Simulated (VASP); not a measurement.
# C (P6_3/mmc) in VASP: further runs

Runs on C. Level: PBEsol+D3(BJ). Tasks: single point.

All numbers are computed with VASP 6.6.1; they aren't measurements. Logs are shortened: lines on timing, memory, paths and dates and some standing lists are left out, and cuts for length are marked.

## (1) The cell of the first run

The structure is hexagonal, space group P6_3/mmc (No. 194). The conventional cell has a = 2.496 Å, b = 2.496 Å, c = 5.923 Å, α = 90.00°, β = 90.00°, γ = 120.00°. C (site symmetry -6m2) has 3 C at 1.44 Å within 1.9 Å. C (site symmetry -6m2) has 3 C at 1.44 Å within 1.9 Å.

## (2) Single point, PBEsol+D3(BJ) (7.99 Å³/atom)

File INCAR:

```
SYSTEM = C
PREC = Accurate
ENCUT = 520
EDIFF = 1E-7
ISMEAR = 0
SIGMA = 0.15
LREAL = .False.
LASPH = .True.
NELM = 100
ALGO = Normal
ISIF = 2
LWAVE = .False.
LCHARG = .False.
GGA = PS
IVDW = 12
NBANDS = 16
```

File KPOINTS:

```
regular mesh
0
Gamma
  21 21 8
  0 0 0
```

File POSCAR:

```
C
1.0
    2.4959123300      0.0000000000      0.0000000000
   -1.2479561650      2.1615234834      0.0000000000
    0.0000000000      0.0000000000      5.9225503679
C
4
Direct
    0.0000000000      0.0000000000      0.0025000000
    0.0000000000      0.0000000000      0.5025000000
    0.3333333333      0.6666666667      0.0025000000
    0.6666666667      0.3333333333      0.5025000000
```

Potentials or basis: VASP PAW PBE potentials, release 64 (C).

The run is started by

```sh
> cat potpaw_PBE.64/C/POTCAR > POTCAR
> mpirun -np 1 vasp_std > vasp.out
```

OUTCAR:

```text
SYSTEM = C
   PREC = Accurate
   ENCUT = 520
   EDIFF = 1E-7
   ISMEAR = 0
   LREAL = .False.
   LASPH = .True.
   NELM = 100
   ISIF = 2
   GGA = PS
   IVDW = 12
 IVDW          = 12

 ion  position               nearest neighbor table
   1  0.000  0.000  0.002-   3 1.44   3 1.44   3 1.44
   2  0.000  0.000  0.502-   4 1.44   4 1.44   4 1.44
   3  0.333  0.667  0.002-   1 1.44   1 1.44   1 1.44
   4  0.667  0.333  0.502-   2 1.44   2 1.44   2 1.44

  LATTYP: Found a hexagonal cell.
 ALAT       =     2.4959123300
 C/A-ratio  =     2.3729000000

  Lattice vectors:

 A1 = (   2.4959123300,   0.0000000000,   0.0000000000)
 A2 = (  -1.2479561650,   2.1615234834,   0.0000000000)
 A3 = (   0.0000000000,   0.0000000000,   5.9225503679)

Analysis of symmetry for initial positions (statically):
=====================================================================
 Subroutine PRICEL returns:
 Original cell was already a primitive cell.

 Routine SETGRP: Setting up the symmetry group for a
 hexagonal supercell.

 Subroutine GETGRP returns: Found 24 space group operations
 (whereof  6 operations were pure point group operations)
 out of a pool of 24 trial point group operations.

The static configuration has the point symmetry C_3v.
 The point group associated with its full space group is D_6h.

Analysis of symmetry for dynamics (positions and initial velocities):
=====================================================================
 Subroutine PRICEL returns:
 Original cell was already a primitive cell.

 Routine SETGRP: Setting up the symmetry group for a
 hexagonal supercell.

 Subroutine GETGRP returns: Found 24 space group operations
 (whereof  6 operations were pure point group operations)
 out of a pool of 24 trial point group operations.

The dynamic configuration has the point symmetry C_3v.
 The point group associated with its full space group is D_6h.

 Subroutine INISYM returns: Found 24 space group operations
 (whereof  6 operations are pure point group operations),
 and found     1 'primitive' translations

----------------------------------------------------------------------------------------

                                     Primitive cell

  volume of cell :      31.9520

  direct lattice vectors                    reciprocal lattice vectors
     2.495912330  0.000000000  0.000000000     0.400655098  0.231318329  0.000000000
    -1.247956165  2.161523483  0.000000000     0.000000000  0.462636658  0.000000000
     0.000000000  0.000000000  5.922550368     0.000000000  0.000000000  0.168846179

  length of vectors
     2.495912330  2.495912330  5.922550368     0.462636658  0.462636658  0.168846179

  position of ions in fractional coordinates (direct lattice)
     0.000000000  0.000000000  0.002500000
     0.000000000  0.000000000  0.502500000
     0.333333333  0.666666667  0.002500000
     0.666666667  0.333333333  0.502500000

  ion indices of the primitive-cell ions
   primitive index   ion index
                 1           1
                 2           2
                 3           3
                 4           4

----------------------------------------------------------------------------------------

 KPOINTS: regular mesh

Automatic generation of k-mesh.
 Grid dimensions read from file:
 generate k-points for:   21   21    8

 Generating k-lattice:

  Cartesian coordinates                     Fractional coordinates (reciprocal lattice)
     0.019078814  0.011015159  0.000000000     0.047619048  0.000000000  0.000000000
     0.000000000  0.022030317  0.000000000     0.000000000  0.047619048  0.000000000
     0.000000000  0.000000000  0.021105772     0.000000000  0.000000000  0.125000000

  Length of vectors
     0.022030317  0.022030317  0.021105772

  Shift w.r.t. Gamma in fractional coordinates (k-lattice)
     0.000000000  0.000000000  0.000000000

 Subroutine IBZKPT returns following result:
 ===========================================

 Found    240 irreducible k-points:

 Following reciprocal coordinates:
            Coordinates               Weight
  0.000000  0.000000  0.000000      1.000000
  0.047619  0.000000  0.000000      6.000000
  0.095238 -0.000000  0.000000      6.000000
  0.142857 -0.000000  0.000000      6.000000
  0.190476 -0.000000  0.000000      6.000000
  0.238095 -0.000000  0.000000      6.000000
[... 16 lines left out ...]
  0.142857  0.095238  0.000000     12.000000
  0.190476  0.095238  0.000000     12.000000
 [... further k-points ...]
   k-points           NKPTS =    240   k-points in BZ     NKDIM =    240   number of bands    NBANDS=     16
   number of dos      NEDOS =    301   number of ions     NIONS =      4
   total plane-waves  NPLWV =  19200
   dimension x,y,z NGX =    20 NGY =   20 NGZ =   48
   dimension x,y,z NGXF=    40 NGYF=   40 NGZF=   96
   ions per type =               4
   NGX,Y,Z   is equivalent  to a cutoff of  13.32, 13.32, 13.47 a.u.
   NGXF,Y,Z  is equivalent  to a cutoff of  26.64, 26.64, 26.95 a.u.
 SYSTEM =  C
   PREC   = accura    normal or accurate (medium, high low for compatibility)
   ISTART =      0    job   : 0-new  1-cont  2-samecut
   ICHARG =      2    charge: 1-file 2-atom 10-const
   ISPIN  =      1    spin polarized calculation?
   LNONCOLLINEAR =      F non collinear calculations
   LSORBIT =      F    spin-orbit coupling
   LASPH  =      T    aspherical Exc in radial PAW
   ENCUT  =  520.0 eV  38.22 Ry    6.18 a.u.   4.64  4.64 11.01*2*pi/ulx,y,z
   NELM   =    100;   NELMIN=  2; NELMDL= -5     # of ELM steps
   EDIFF  = 0.1E-06   stopping-criterion for ELM
   LREAL  =      F    real-space projection
   EDIFFG = 0.1E-05   stopping-criterion for IOM
   NSW    =      0    number of steps for IOM
   IBRION =     -1    ionic relax: 0-MD 1-quasi-New 2-CG
   NFREE  =      0    steps in history (QN), initial steepest desc. (CG)
   ISIF   =      2    stress and relaxation
   ISYM   =      2    0-nonsym 1-usesym 2-fastsym
   POTIM  = 0.5000    time-step for ionic-motion
   TEBEG  =    0.0;   TEEND  =   0.0 temperature during run
   PSTRESS=    0.0 pullay stress
   NELECT =      16.0000    total number of electrons
   NUPDOWN=      -1.0000    fix difference up-down
   EMIN   =  10.00;   EMAX   =-10.00  energy-range for DOS
   EFERMI =   0.00;   METHOD = LEGACY
   ISMEAR =     0;   SIGMA  =   0.15  broadening in eV -4-tet -1-fermi 0-gaus
   EFERMI_NEDOS =   21; number of points for ismear=-14 and -15
   IALGO  =     38    algorithm
   IMIX   =      4    mixing-type and parameters
     AMIX     =   0.40;   BMIX     =  1.00
     AMIX_MAG =   1.60;   BMIX_MAG =  1.00
  volume/ion in A,a.u.               =       7.99        53.91
  Fermi-wavevector in a.u.,A,eV,Ry     =   1.300016  2.456675 22.994424  1.690042
  Thomas-Fermi vector in A             =   2.431243
   LORBIT       =      0    0 simple, 1 ext, 2 COOP (PROOUT), +10 PAW based schemes
   GGA     = PS    functional components
   LHFCALC =     F    Hartree Fock is set to
   AEXX    =    0.0000 exact exchange contribution
   IVDW    =    12    specifies the selected vdW correction
   LEPSILON=     F    determine dielectric tensor
   LRPA    =     F    only Hartree local field effects (RPA)
 non-spin polarized calculation
 Gauss-broadening in eV      SIGMA  =   0.15
  energy-cutoff  :      520.00
  volume of cell :       31.95
 maximum number of plane-waves:       886
 NGX is ok and might be reduce to    20
   NGX =  9   NGY =  9   NGZ = 23

 number of electron      16.0000000 magnetization

 Free energy of the ion-electron system (eV)
  ---------------------------------------------------
  ext. energy  EPLUGINS =         0.00000000
  ---------------------------------------------------
  free energy    TOTEN  =       -38.39813555 eV

  energy without entropy =      -38.39731690  energy(sigma->0) =      -38.39772623

 E-fermi :   5.4796     XC(G=0): -11.3201

 val. band max:        5.4767099081   @ k =   0.3333   0.3333   0.2500
 cond. band min:       5.4856261128   @ k =   0.3333   0.3333   0.5000
 fundamental gap:      0.0089162047
 Fermi energy:         5.4796319400

 k-point     1 :       0.0000    0.0000    0.0000
  band No.  band energies     occupation
      1     -14.0023      2.00000
      2     -13.2355      2.00000
      3      -3.4663      2.00000
      4       0.1846      2.00000
      5       2.5443      2.00000
      6       2.5443      2.00000
[... 8 lines left out ...]
     15      16.8601      0.00000
     16      17.0902      0.00000

 k-point     2 :       0.0476    0.0000    0.0000
  band No.  band energies     occupation
      1     -13.9487      2.00000
      2     -13.1840      2.00000
      3      -3.4016      2.00000
      4       0.2422      2.00000
      5       2.3178      2.00000
      6       2.4022      2.00000
[... 8 lines left out ...]
     15      16.6901      0.00000
     16      17.1897      0.00000

 k-point     3 :       0.0952   -0.0000    0.0000
  band No.  band energies     occupation
      1     -13.7882      2.00000
      2     -13.0297      2.00000
      3      -3.2076      2.00000
      4       0.4143      2.00000
      5       1.6873      2.00000
      6       1.8122      2.00000
[... 8 lines left out ...]
     15      16.2010      0.00000
     16      17.5042      0.00000

 k-point     4 :       0.1429   -0.0000    0.0000
  band No.  band energies     occupation
      1     -13.5212      2.00000
      2     -12.7731      2.00000
      3      -2.8856      2.00000
      4       0.6983      2.00000
      5       0.7586      2.00000
      6       0.9339      2.00000
[... 8 lines left out ...]
     15      15.5742      0.00000
     16      18.0266      0.00000
[... 324 lines left out ...]
 k-point    22 :       0.0952    0.0952    0.0000
  band No.  band energies     occupation
      1     -13.3614      2.00000
      2     -12.6196      2.00000
      3      -2.6932      2.00000
      4       0.4425      2.00000
      5       0.5571      2.00000
      6       0.8673      2.00000
[... 8 lines left out ...]
     15      15.5166      0.00000
     16      18.6098      0.00000

 k-point    23 :       0.1429    0.0952    0.0000
  band No.  band energies     occupation
      1     -12.9897      2.00000
      2     -12.2625      2.00000
      3      -2.2468      2.00000
      4      -0.5075      2.00000
      5      -0.3417      2.00000
      6       0.6676      2.00000
[... 8 lines left out ...]
     15      16.2580      0.00000
     16      19.5897      0.00000

 k-point    24 :       0.1905    0.0952    0.0000
  band No.  band energies     occupation
      1     -12.5145      2.00000
      2     -11.8060      2.00000
      3      -1.6787      2.00000
      4      -1.6197      2.00000
      5      -1.3789      2.00000
      6       0.0837      2.00000
[... 8 lines left out ...]
     15      17.3354      0.00000
     16      20.0332      0.00000

 [... further k-points ...]

------------------------ aborting loop because EDIFF is reached ----------------------------------------

 Edisp (eV)   -0.49255

 E8    (eV) :    -0.2392

  FORCE on cell =-STRESS in cart. coord.  units (eV):
  Direction    XX          YY          ZZ          XY          YZ          ZX
  --------------------------------------------------------------------------------------
  -------------------------------------------------------------------------------------
  Total      -4.07927    -4.07927     1.39065    -0.00000    -0.00000     0.00000
  in kB    -204.54811  -204.54811    69.73179    -0.00000    -0.00000     0.00000
  external pressure =     -113.12 kB  Pullay stress =        0.00 kB

 VOLUME and BASIS-vectors are now :
 -----------------------------------------------------------------------------
  energy-cutoff  :      520.00
  volume of cell :       31.95
      direct lattice vectors                 reciprocal lattice vectors
     2.495912330  0.000000000  0.000000000     0.400655098  0.231318329  0.000000000
    -1.247956165  2.161523483  0.000000000     0.000000000  0.462636658  0.000000000
     0.000000000  0.000000000  5.922550368     0.000000000  0.000000000  0.168846179

 POSITION                                       TOTAL-FORCE (eV/Angst)
 -----------------------------------------------------------------------------------
      0.00000      0.00000      0.01481        -0.000000      0.000000      0.000000
      0.00000      0.00000      2.97608         0.000000     -0.000000     -0.000000
     -0.00000      1.44102      0.01481         0.000000      0.000000      0.000000
      1.24796      0.72051      2.97608        -0.000000     -0.000000      0.000000
 -----------------------------------------------------------------------------------
    total drift:                                0.000000      0.000000      0.000004

  FREE ENERGIE OF THE ION-ELECTRON SYSTEM (eV)
  ---------------------------------------------------
  free  energy   TOTEN  =       -38.8906867018 eV

  energy  without entropy=      -38.8898680539  energy(sigma->0) =      -38.89027738
```

Run time: 45 s. Hardware: 1 thread of AMD EPYC 9R45 (Zen 5), shared host; peak memory 0.19 GiB.

What came out:

| Property | Result |
| --- | --- |
| Free energy | -38.8907 eV |
| Pressure | -11.3 GPa |
| Band gap on the k mesh | zero (bands 8 and 9 overlap by 0.12 eV) |
| Dispersion energy per atom | -0.123 eV |

Stress tensor (GPa, compression positive):
```
-20.45   0.00   0.00
  0.00 -20.45   0.00
  0.00   0.00   6.97
```

Caveat: the stress differs along the axes, from -20 to 7 GPa; the PAW data sets were made with another functional, which shifts forces and pressure a little.

## (3) Single point, PBEsol+D3(BJ) (7.99 Å³/atom)

File INCAR:

```
SYSTEM = C
ALGO = Normal ; EDIFF = 1E-7
ENCUT = 520 ; GGA = PS
ISIF = 2 ; ISMEAR = 0
IVDW = 12 ; LASPH = .TRUE.
LCHARG = .FALSE. ; LREAL = .FALSE.
LWAVE = .FALSE. ; NBANDS = 16
NELM = 80 ; PREC = Accurate
SIGMA = 0.15
```

File KPOINTS:

```
k-points
0
G
  21 21 8
  0 0 0
```

File POSCAR:

```
C
1.0
    2.3217122973      0.0000000000      0.0000000000
   -1.1608561487      2.0106618297      0.0000000000
    0.0000000000      0.0000000000      6.8446400236
C
4
Direct
    0.0000000000      0.0000000000      0.0025000000
    0.0000000000      0.0000000000      0.5025000000
    0.3333333333      0.6666666667      0.0025000000
    0.6666666667      0.3333333333      0.5025000000
```

Potentials or basis: VASP PAW PBE potentials, release 64 (C).

The run is started by

```sh
> cat potpaw_PBE.64/C/POTCAR > POTCAR
> mpirun -np 1 vasp_std > vasp.out
```

It took 49 s on 1 thread of AMD EPYC 9R45 (Zen 5), shared host; peak memory 0.19 GiB.

It converged, with:

- Free energy: -37.9495 eV
- Pressure: 61.8 GPa
- Band gap on the k mesh: zero (bands 8 and 9 overlap by 0.02 eV)
- Dispersion energy per atom: -0.099 eV

Stress tensor (GPa, compression positive):
```
93.37  0.00  0.00
 0.00 93.37  0.00
 0.00  0.00 -1.45
```

Levels at points of the mesh, in eV from the Fermi level:
| k point | band 6 | band 7 | band 8 | band 9 | band 10 | band 11 |
| --- | --- | --- | --- | --- | --- | --- |
| (0.00, 0.00, 0.00) | -2.85 | -2.84 | -2.84 | 3.17 | 9.21 | 9.56 |
| (0.00, 0.00, 0.50) | -2.85 | -2.85 | -2.85 | 5.65 | 5.65 | 9.58 |

Caveat: the stress differs along the axes, from -1 to 93 GPa; the PAW data sets were made with another functional, which shifts forces and pressure a little.
